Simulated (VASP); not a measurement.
Wanted: the native input for a VASP 6.6.1 run.

```yaml
Task: single point
Functional: r2SCAN
Potentials_or_basis: VASP PAW PBE potentials, release 64 (Si)
Cutoff: 550 eV
k_mesh: 12 × 8 × 10
Occupations: gaussian, width 0.1 eV
Spin: no spin polarisation
Dipole_correction: no
Further_INCAR_settings: ALGO = Normal; EDIFF = 1e-06; NBANDS = 16
```

Si:

```xyz
4
Lattice="3.4824 0.0000 0.0000 0.0000 4.9249 0.0000 0.0000 0.0000 4.2217" Properties=species:S:1:pos:R:3 pbc="T T T"
Si    0.0000    0.1156    0.0000
Si    1.7412    2.5781    2.1108
Si    0.0000    1.1156    2.1108
Si    1.7412    3.5781    0.0000
```

The input as run:

POSCAR

```
Si
1.0
    3.4824432607      0.0000000000      0.0000000000
    0.0000000000      4.9249184894      0.0000000000
    0.0000000000      0.0000000000      4.2216895945
Si
4
Direct
    0.0000000000      0.0234710178      0.0000000000
    0.5000000000      0.5234710178      0.5000000000
    0.0000000000      0.2265289822      0.5000000000
    0.5000000000      0.7265289822      0.0000000000
```

INCAR.step1

```
SYSTEM = Si
PREC = Accurate
ENCUT = 550
ISMEAR = 0
SIGMA = 0.1
LREAL = .False.
LASPH = .True.
NELM = 120
NBANDS = 16
GGA = PE
ALGO = Normal
EDIFF = 1E-5
LWAVE = .True.
LCHARG = .False.
GGA_COMPAT = .False.
```

INCAR.step2

```
SYSTEM = Si
PREC = Accurate
ENCUT = 550
EDIFF = 1E-6
ISMEAR = 0
SIGMA = 0.1
LREAL = .False.
LASPH = .True.
NELM = 120
ALGO = Normal
ISIF = 2
LWAVE = .False.
LCHARG = .True.
METAGGA = R2SCAN
LMIXTAU = .True.
LELF = .True.
LVHAR = .True.
NBANDS = 16
ISTART = 1
GGA_COMPAT = .False.
```

KPOINTS

```
Automatic mesh
0
Gamma
  12 8 10
  0 0 0
```

Potentials or basis: VASP PAW PBE potentials, release 64 (Si).

Run with:

```console
$ cat potpaw_PBE.64/Si/POTCAR > POTCAR
$ cp INCAR.step1 INCAR
$ mpirun -np 1 vasp_std > vasp.out
$ cp INCAR.step2 INCAR
$ mpirun -np 1 vasp_std > vasp.out
```

It gave:

```
Pressure               : 8.6 GPa
Largest force          : 0.207 eV/Å
Band gap on the k mesh : zero (bands 8 and 9 overlap by 1.28 eV)
```

Caveat: the stress differs along the axes, from -3 to 17 GPa; the PAW data sets were made with another functional, which shifts forces and pressure a little.

Run time: 16 min on 1 thread of Oxide Virtual Turin-like Processor, with other jobs on the host, peak memory 0.28 GiB.
